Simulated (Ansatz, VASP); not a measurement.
**BAs in VASP and in Ansatz**

```
B As
1.0
     0.00000    2.39187    2.39187
     2.39187    0.00000    2.39187
     2.39187    2.39187    0.00000
B As
1 1
Direct
  0.00000 0.00000 0.00000
  0.25000 0.25000 0.25000
```

Alike in both runs: task single point; functional PBE-based global hybrid; k mesh 4 × 4 × 4; no spin polarisation.

```csv
,VASP,Ansatz
version,VASP 6.6.1,Ansatz 0.2.0
potentials or method,"VASP PAW PBE potentials, release 64 (B, As)",plane waves
plane-wave cutoff (eV),520,420
occupations,"gaussian, width 0.01 eV",fixed
valence electrons in the cell,8,18
```

|  | VASP | Ansatz | Ansatz less VASP |
| --- | --- | --- | --- |
| gap on the k mesh at the Fermi level (eV) | 6.01 | 5.79 | -0.222 |
| pressure (GPa) | -8.5 | -6.3 | +2.27 |

VASP's potentials were made for PBE, not for PBE-based global hybrid. VASP's potentials hold 8 valence electrons a cell and Ansatz's 18, so a difference there can come from the potentials and not from the codes. Ansatz's warnings: stress exchange threshold loose, stress scf threshold loose.

The k mesh is coarse, so the values compare programs but aren't converged.
